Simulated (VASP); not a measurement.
# C (Pmmn) in VASP: a series of runs

Runs on C. Level: PBE. Tasks: single point, relaxation of cell and atoms.

Everything below comes from runs of VASP 6.6.1. Logs are shortened: lines on timing, memory, paths and dates and some standing lists are left out, and cuts for length are marked.

## 1. The cell of the first run

Symmetry: Pmmn, No. 59, orthorhombic system. The conventional cell has a = 2.093 Å, b = 3.146 Å, c = 2.018 Å, α = 90.00°, β = 90.00°, γ = 90.00°. C (site symmetry mm2) has 12 C at 2.01 to 2.31 Å within 2.7 Å.

## 2. Single point, PBE

Input file INCAR:

```
SYSTEM = C
ALGO = Normal
EDIFF = 1E-6
ENCUT = 520
GGA = PE
ISIF = 2
ISMEAR = 0
LASPH = .TRUE.
LCHARG = .FALSE.
LREAL = .FALSE.
LWAVE = .FALSE.
NBANDS = 11
NELM = 60
PREC = Accurate
SIGMA = 0.1
```

Input file KPOINTS:

```
k-points
0
G
  8 6 8
  0 0 0
```

Input file POSCAR:

```
C
1.0
    2.0930722400      0.0000000000      0.0000000000
    0.0000000000      3.1455266200      0.0000000000
    0.0000000000      0.0000000000      2.0175486700
C
2
Direct
    0.0000000000      0.0000000000      0.6687917700
    0.5000000000      0.5000000000      0.3312082300
```

Potentials or basis: VASP PAW PBE potentials, release 64 (C).

Command:

```sh
$ cat potpaw_PBE.64/C/POTCAR > POTCAR
$ mpirun -np 1 vasp_std > vasp.out
```

OUTCAR:

```text
SYSTEM = C
   EDIFF = 1E-6
   ENCUT = 520
   GGA = PE
   ISIF = 2
   ISMEAR = 0
   LASPH = .TRUE.
   LREAL = .FALSE.
   NELM = 60
   PREC = Accurate

 ion  position               nearest neighbor table
   1  0.000  0.000  0.669-   2 2.01   2 2.01   2 2.01   2 2.01
   2  0.500  0.500  0.331-   1 2.01   1 2.01   1 2.01   1 2.01

  LATTYP: Found a simple orthorhombic cell.
 ALAT       =     2.0175486700
 B/A-ratio  =     1.0374333324
 C/A-ratio  =     1.5590833900

  Lattice vectors:

 A1 = (   0.0000000000,   0.0000000000,   2.0175486700)
 A2 = (   2.0930722400,   0.0000000000,   0.0000000000)
 A3 = (   0.0000000000,   3.1455266200,   0.0000000000)

Analysis of symmetry for initial positions (statically):
=====================================================================
 Subroutine PRICEL returns:
 Original cell was already a primitive cell.

 Routine SETGRP: Setting up the symmetry group for a
 simple orthorhombic supercell.

 Subroutine GETGRP returns: Found  8 space group operations
 (whereof  4 operations were pure point group operations)
 out of a pool of  8 trial point group operations.

The static configuration has the point symmetry C_2v.
 The point group associated with its full space group is D_2h.

Analysis of symmetry for dynamics (positions and initial velocities):
=====================================================================
 Subroutine PRICEL returns:
 Original cell was already a primitive cell.

 Routine SETGRP: Setting up the symmetry group for a
 simple orthorhombic supercell.

 Subroutine GETGRP returns: Found  8 space group operations
 (whereof  4 operations were pure point group operations)
 out of a pool of  8 trial point group operations.

The dynamic configuration has the point symmetry C_2v.
 The point group associated with its full space group is D_2h.

 Subroutine INISYM returns: Found  8 space group operations
 (whereof  4 operations are pure point group operations),
 and found     1 'primitive' translations

----------------------------------------------------------------------------------------

                                     Primitive cell

  volume of cell :      13.2832

  direct lattice vectors                    reciprocal lattice vectors
     2.093072240  0.000000000  0.000000000     0.477766596  0.000000000  0.000000000
     0.000000000  3.145526620  0.000000000     0.000000000  0.317911791  0.000000000
     0.000000000  0.000000000  2.017548670     0.000000000  0.000000000  0.495650992

  length of vectors
     2.093072240  3.145526620  2.017548670     0.477766596  0.317911791  0.495650992

  position of ions in fractional coordinates (direct lattice)
     0.000000000  0.000000000  0.668791770
     0.500000000  0.500000000  0.331208230

  ion indices of the primitive-cell ions
   primitive index   ion index
                 1           1
                 2           2

----------------------------------------------------------------------------------------

 KPOINTS: k-points

Automatic generation of k-mesh.
 Grid dimensions read from file:
 generate k-points for:    8    6    8

 Generating k-lattice:

  Cartesian coordinates                     Fractional coordinates (reciprocal lattice)
     0.059720825  0.000000000  0.000000000     0.125000000  0.000000000  0.000000000
     0.000000000  0.052985298  0.000000000     0.000000000  0.166666667  0.000000000
     0.000000000  0.000000000  0.061956374     0.000000000  0.000000000  0.125000000

  Length of vectors
     0.059720825  0.052985298  0.061956374

  Shift w.r.t. Gamma in fractional coordinates (k-lattice)
     0.000000000  0.000000000  0.000000000

 Subroutine IBZKPT returns following result:
 ===========================================

 Found    100 irreducible k-points:

 Following reciprocal coordinates:
            Coordinates               Weight
  0.000000  0.000000  0.000000      1.000000
  0.125000  0.000000  0.000000      2.000000
  0.250000  0.000000  0.000000      2.000000
  0.375000  0.000000  0.000000      2.000000
  0.500000  0.000000  0.000000      1.000000
  0.000000  0.166667  0.000000      2.000000
[... 16 lines left out ...]
  0.250000  0.000000  0.125000      4.000000
  0.375000  0.000000  0.125000      4.000000
 [... further k-points ...]
   k-points           NKPTS =    100   k-points in BZ     NKDIM =    100   number of bands    NBANDS=     11
   number of dos      NEDOS =    301   number of ions     NIONS =      2
   total plane-waves  NPLWV =   6144
   dimension x,y,z NGX =    16 NGY =   24 NGZ =   16
   dimension x,y,z NGXF=    32 NGYF=   48 NGZF=   32
   ions per type =               2
   NGX,Y,Z   is equivalent  to a cutoff of  12.71, 12.68, 13.18 a.u.
   NGXF,Y,Z  is equivalent  to a cutoff of  25.42, 25.37, 26.37 a.u.
 SYSTEM =  C
   PREC   = accura    normal or accurate (medium, high low for compatibility)
   ISTART =      0    job   : 0-new  1-cont  2-samecut
   ICHARG =      2    charge: 1-file 2-atom 10-const
   ISPIN  =      1    spin polarized calculation?
   LNONCOLLINEAR =      F non collinear calculations
   LSORBIT =      F    spin-orbit coupling
   LASPH  =      T    aspherical Exc in radial PAW
   ENCUT  =  520.0 eV  38.22 Ry    6.18 a.u.   3.89  5.85  3.75*2*pi/ulx,y,z
   NELM   =     60;   NELMIN=  2; NELMDL= -5     # of ELM steps
   EDIFF  = 0.1E-05   stopping-criterion for ELM
   LREAL  =      F    real-space projection
   EDIFFG = 0.1E-04   stopping-criterion for IOM
   NSW    =      0    number of steps for IOM
   IBRION =     -1    ionic relax: 0-MD 1-quasi-New 2-CG
   NFREE  =      0    steps in history (QN), initial steepest desc. (CG)
   ISIF   =      2    stress and relaxation
   ISYM   =      2    0-nonsym 1-usesym 2-fastsym
   POTIM  = 0.5000    time-step for ionic-motion
   TEBEG  =    0.0;   TEEND  =   0.0 temperature during run
   PSTRESS=    0.0 pullay stress
   NELECT =       8.0000    total number of electrons
   NUPDOWN=      -1.0000    fix difference up-down
   EMIN   =  10.00;   EMAX   =-10.00  energy-range for DOS
   EFERMI =   0.00;   METHOD = LEGACY
   ISMEAR =     0;   SIGMA  =   0.10  broadening in eV -4-tet -1-fermi 0-gaus
   EFERMI_NEDOS =   21; number of points for ismear=-14 and -15
   IALGO  =     38    algorithm
   IMIX   =      4    mixing-type and parameters
     AMIX     =   0.40;   BMIX     =  1.00
     AMIX_MAG =   1.60;   BMIX_MAG =  1.00
  volume/ion in A,a.u.               =       6.64        44.82
  Fermi-wavevector in a.u.,A,eV,Ry     =   1.382519  2.612581 26.005597  1.911357
  Thomas-Fermi vector in A             =   2.507202
   LORBIT       =      0    0 simple, 1 ext, 2 COOP (PROOUT), +10 PAW based schemes
   GGA     = PE    functional components
   LHFCALC =     F    Hartree Fock is set to
   AEXX    =    0.0000 exact exchange contribution
   IVDW    =     0    specifies the selected vdW correction
   LEPSILON=     F    determine dielectric tensor
   LRPA    =     F    only Hartree local field effects (RPA)
 non-spin polarized calculation
 Gauss-broadening in eV      SIGMA  =   0.10
  energy-cutoff  :      520.00
  volume of cell :       13.28
 maximum number of plane-waves:       368
 NGX is ok and might be reduce to    16
   NGX =  7   NGY = 11   NGZ =  7

 number of electron       8.0000000 magnetization

 Free energy of the ion-electron system (eV)
  ---------------------------------------------------
  ext. energy  EPLUGINS =         0.00000000
  ---------------------------------------------------
  free energy    TOTEN  =        -9.99529035 eV

  energy without entropy =       -9.99195105  energy(sigma->0) =       -9.99362070

 E-fermi :   8.9610     XC(G=0): -13.1137

 val. band max:        8.9256071179   @ k =   0.3750   0.1667   0.1250
 cond. band min:       8.9878025619   @ k =   0.5000   0.0000   0.2500
 fundamental gap:      0.0621954440
 Fermi energy:         8.9610187160

 k-point     1 :       0.0000    0.0000    0.0000
  band No.  band energies     occupation
      1     -11.1828      2.00000
      2       0.3600      2.00000
      3       1.8526      2.00000
      4      11.5135      0.00000
      5      14.0670      0.00000
      6      16.4959      0.00000
      7      17.3749      0.00000
      8      17.9581      0.00000
      9      25.4490      0.00000
     10      31.2162      0.00000
     11      37.5232      0.00000

 k-point     2 :       0.1250    0.0000    0.0000
  band No.  band energies     occupation
      1     -10.7349      2.00000
      2       0.8301      2.00000
      3       2.1711      2.00000
      4       9.0354      0.29315
      5      14.3256      0.00000
      6      16.1761      0.00000
      7      16.6650      0.00000
      8      17.0723      0.00000
      9      28.2632      0.00000
     10      31.6382      0.00000
     11      36.8227      0.00000

 k-point     3 :       0.2500    0.0000    0.0000
  band No.  band energies     occupation
      1      -9.3950      2.00000
      2       2.2259      2.00000
      3       2.8145      2.00000
      4       4.8392      2.00000
      5      13.3170      0.00000
      6      14.5386      0.00000
      7      15.1853      0.00000
      8      17.0417      0.00000
      9      31.4221      0.00000
     10      34.7757      0.00000
     11      35.0842      0.00000
[... 267 lines left out ...]
 k-point    23 :       0.2500    0.0000    0.1250
  band No.  band energies     occupation
      1      -8.9221      2.00000
      2       2.6841      2.00000
      3       3.1528      2.00000
      4       5.2235      2.00000
      5      12.0111      0.00000
      6      13.7710      0.00000
      7      14.6054      0.00000
      8      16.6131      0.00000
      9      31.7083      0.00000
     10      32.8124      0.00000
     11      35.5081      0.00000

 k-point    24 :       0.3750    0.0000    0.1250
  band No.  band energies     occupation
      1      -6.7146      2.00000
      2       0.0905      2.00000
      3       4.9331      2.00000
      4       5.5090      2.00000
      5      10.3737      0.00000
      6      11.3435      0.00000
      7      13.8730      0.00000
      8      16.3320      0.00000
      9      32.2209      0.00000
     10      33.3396      0.00000
     11      33.4696      0.00000

 [... further k-points ...]

------------------------ aborting loop because EDIFF is reached ----------------------------------------

  FORCE on cell =-STRESS in cart. coord.  units (eV):
  Direction    XX          YY          ZZ          XY          YZ          ZX
  --------------------------------------------------------------------------------------
  -------------------------------------------------------------------------------------
  Total        0.0138430      1.6587891     -1.0195159      0.0000000      0.0000000      0.0000000
  in kB        1.6697056    200.0783809   -122.9710767      0.0000000      0.0000000      0.0000000
  external PRESSURE =      26.2590032 kB  Pullay stress =       0.0000000 kB

 VOLUME and BASIS-vectors are now :
 -----------------------------------------------------------------------------
  energy-cutoff  :      520.00
  volume of cell :       13.28
      direct lattice vectors                 reciprocal lattice vectors
     2.093072240  0.000000000  0.000000000     0.477766596  0.000000000  0.000000000
     0.000000000  3.145526620  0.000000000     0.000000000  0.317911791  0.000000000
     0.000000000  0.000000000  2.017548670     0.000000000  0.000000000  0.495650992

 POSITION                                       TOTAL-FORCE (eV/Angst)
 -----------------------------------------------------------------------------------
      0.00000      0.00000      1.34932         0.000000      0.000000     -3.019256
      1.04654      1.57276      0.66823         0.000000      0.000000      3.019256
 -----------------------------------------------------------------------------------
    total drift:                                0.000000      0.000000      0.000000

  FREE ENERGIE OF THE ION-ELECTRON SYSTEM (eV)
  ---------------------------------------------------
  free  energy   TOTEN  =        -9.9952903507 eV

  energy  without entropy=       -9.9919510516  energy(sigma->0) =       -9.99362070
```

It took 7.5 s on 1 thread of Intel Xeon Platinum 8375C at 2.90GHz (Ice Lake), shared host; peak memory 0.12 GiB.

What came out:

* Free energy: -9.9953 eV
* Pressure: 2.6 GPa
* Largest force: 3.019 eV/Å
* Band gap on the k mesh: zero (band 4 reaches 12.68 eV, above the bottom of band 5 at 5.58 eV)

Forces on the atoms (eV/Å):
```
C    0.000  0.000 -3.019
C    0.000  0.000  3.019
```

Caveat: the k points lie up to 0.39 Å⁻¹ apart; forces of over 1 eV/Å act on the atoms, so gaps and moduli don't describe the material at rest.

## 3. Relaxation of cell and atoms, PBE

Input file INCAR:

```
PREC     = Accurate       # precision mode
ENCUT    = 600            # plane-wave cutoff, eV
EDIFF    = 1E-6           # SCF threshold, eV
ISMEAR   = 0              # smearing method
SIGMA    = 0.1            # smearing width, eV
LREAL    = F              # projectors in reciprocal space
LASPH    = T              # aspherical terms in the spheres
NELM     = 100            # most SCF steps
ALGO     = Normal         # electronic algorithm
ISIF     = 3              # what is computed and relaxed
LWAVE    = F              # write WAVECAR
LCHARG   = F              # write CHGCAR
GGA      = PE             # functional
IBRION   = 2              # ionic algorithm
NSW      = 90             # ionic steps
EDIFFG   = -0.04          # ionic threshold
```

Input file KPOINTS:

```
Automatic mesh
0
Gamma
  8 6 8
```

POSCAR is that of step 2.

Potentials or basis: VASP PAW PBE potentials, release 64 (C).

Command:

```sh
$ cat potpaw_PBE.64/C/POTCAR > POTCAR
$ mpirun -np 1 vasp_std > vasp.out
```

It took 2.7 min on 1 thread of Intel Xeon Platinum 8375C at 2.90GHz (Ice Lake), shared host; peak memory 0.12 GiB.

Results (log left out):

```
Free energy                            : -12.6868 eV
Relaxed volume                         : 5.60 Å³/atom
Relaxed cell                           : a = 1.933 Å, b = 3.654 Å, c = 1.585 Å, α = 90.00°, β = 90.00°, γ = 90.00°
Space group after relaxing (to 0.05 Å) : Cmmm (No. 65)
Energy gained by relaxing              : 1345.1 meV/atom
Ionic steps                            : 23
Pressure after relaxing                : -0.2 GPa
Largest force after relaxing           : 0.030 eV/Å
Band gap on the k mesh                 : zero (band 4 reaches 15.99 eV, above the bottom of band 5 at 6.81 eV)
```

Forces in eV/Å, atoms in the order of the input:
```
C    0.000  0.000 -0.030
C    0.000  0.000  0.030
```

Stress tensor (GPa, compression positive):
```
-0.31  0.00  0.00
 0.00  0.04  0.00
 0.00  0.00 -0.27
```

The path:
| step | energy change (eV) | largest force (eV/Å) | pressure (GPa) | volume (Å³) |
| --- | --- | --- | --- | --- |
| 1 | 0.0000 | 3.0194 | 2.37 | 13.28 |
| 2 | -0.9305 | 2.5750 | -24.43 | 13.46 |
| 3 | -1.1525 | 2.5580 | -33.42 | 13.83 |
| 4 | -1.5642 | 1.0574 | -42.37 | 13.72 |
| 5 | -1.5750 | 0.2343 | -42.29 | 13.65 |
| 6 | -2.0919 | 1.0950 | -28.65 | 12.34 |
| 7 | -2.2811 | 2.2536 | -10.94 | 11.44 |
| 8 | -2.3001 | 1.9613 | 41.15 | 10.58 |
| 9 | -2.4361 | 2.1557 | 10.59 | 10.99 |
| 10 | -2.5881 | 1.1112 | 2.53 | 11.20 |
| 11 | -2.6390 | 0.1043 | -3.80 | 11.40 |
| 12 | -2.6391 | 0.0609 | -4.05 | 11.41 |
| 13 | -2.6494 | 0.0171 | -2.18 | 11.30 |
| 14 | -2.6529 | 0.2525 | 4.80 | 10.97 |
| 15 | -2.6570 | 0.1652 | 1.93 | 11.09 |
| 16 | -2.6618 | 0.1753 | 3.37 | 11.05 |
| 17 | -2.6736 | 0.2033 | 7.99 | 10.91 |
| 18 | -2.6739 | 0.2130 | 10.19 | 10.86 |
| 19 | -2.6843 | 0.1471 | 5.87 | 10.99 |
| 20 | -2.6864 | 0.1090 | 3.51 | 11.06 |
| 21 | -2.6895 | 0.0717 | 1.81 | 11.13 |
| 22 | -2.6899 | 0.0554 | 1.13 | 11.16 |
| 23 | -2.6901 | 0.0305 | -0.18 | 11.19 |

Final structure:
```
C
1.0
     1.93345    0.00000    0.00000
     0.00000    3.65418    0.00000
     0.00000    0.00000    1.58451
C
2
Cartesian
  0.0000 0.0000 0.7938
  0.9667 1.8271 0.7907
```

Levels at points of the mesh, in eV from the Fermi level:
```
           k point  band 2  band 3  band 4  band 5  band 6  band 7
(0.00, 0.00, 0.00)  -13.88  -11.88    4.48    5.68    7.78   16.63
(0.50, 0.00, 0.00)  -13.93   -6.72   -6.72   -3.40   -3.40   18.99
(0.00, 0.50, 0.00)  -19.82   -2.27   -2.27    5.93    5.93   17.50
(0.50, 0.50, 0.00)  -11.96  -11.47  -11.47    1.60    1.60   15.82
(0.00, 0.00, 0.50)   -8.61   -7.36   -2.44    0.39    9.84   10.67
(0.50, 0.00, 0.50)   -6.41   -2.54   -2.54    4.92    4.92    5.51
(0.00, 0.50, 0.50)  -10.02   -6.74   -6.74    6.97    6.97   11.79
(0.50, 0.50, 0.50)   -6.31   -2.30   -2.30    2.58    2.58    8.30
```

Caveat: the k points lie up to 0.50 Å⁻¹ apart in the final cell; the volume moved by over 15 % at a fixed basis, so the end points are rough.

(Part 1 of 2 ends here.)
